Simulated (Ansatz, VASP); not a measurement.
# Two plane-wave programs on MgO

INCAR

```
SYSTEM = MgO
PREC     = Accurate       ! precision mode
ENCUT    = 600            ! plane-wave cutoff, eV
EDIFF    = 1E-6           ! SCF threshold, eV
ISMEAR   = -1             ! smearing method
SIGMA    = 0.05           ! smearing width, eV
LREAL    = .False.        ! projectors in reciprocal space
LASPH    = .True.         ! aspherical terms in the spheres
NELM     = 120            ! most SCF steps
ALGO     = Normal         ! electronic algorithm
ISIF     = 2              ! what is computed and relaxed
LWAVE    = .False.        ! write WAVECAR
LCHARG   = .True.         ! write CHGCAR
GGA      = PE             ! functional
LELF     = .True.         ! ELF
LVHAR    = .True.       
NBANDS   = 11             ! bands
GGA_COMPAT= .False.
```

The input KPOINTS:

```
regular mesh
0
Gamma
  8 8 8
  0 0 0
```

File POSCAR:

```
MgO
1.0
    0.0000000000      2.1462000000      2.1462000000
    2.1462000000      0.0000000000      2.1462000000
    2.1462000000      2.1462000000      0.0000000000
Mg O
1 1
Direct
    0.0000000000      0.0000000000      0.0000000000
    0.5000000000      0.5000000000      0.5000000000
```

Input for Ansatz:

```yaml
crystal:
  lattice:
    - [0.0, 2.1462, 2.1462]
    - [2.1462, 0.0, 2.1462]
    - [2.1462, 2.1462, 0.0]
  atoms:
    - { symbol: Mg, position: [0.0, 0.0, 0.0] }
    - { symbol: O, position: [0.5, 0.5, 0.5] }
hamiltonian:
  xc: pbe
  pseudopotentials: { kind: paw }
basis:
  ecutwfc: 420
kpoints:
  mp_grid: { grid: [8, 8, 8] }
scf:
  occupations: { method: fermi_dirac, width: 0.05 }
  lower_state_search: "off"
  algorithm: density_mixing
  max_iter: 80
  mixing: { algorithm: anderson, ndim: 1, beta: 0.5, preconditioner: none }
output:
  forces: true
  stress: true
```

Alike in both runs: task single point; functional PBE; k mesh 8 × 8 × 8; occupations fermi-dirac, width 0.05 eV; no spin polarisation.

|  | VASP | Ansatz |
| --- | --- | --- |
| version | VASP 6.6.1 | Ansatz 0.2.0 |
| potentials or method | VASP PAW PBE potentials, release 64 (Mg, O), cutoff 600 eV | PAW, plane waves, scalar-relativistic |
| valence electrons in the cell | 8 | 16 |

Ansatz gave:

* pressure (GPa): -3.8

Problem. Estimate VASP's values.

Solution. Pressure (GPa): -4.8.

VASP's potentials hold 8 valence electrons a cell and Ansatz's 16, so a difference there can come from the potentials and not from the codes.
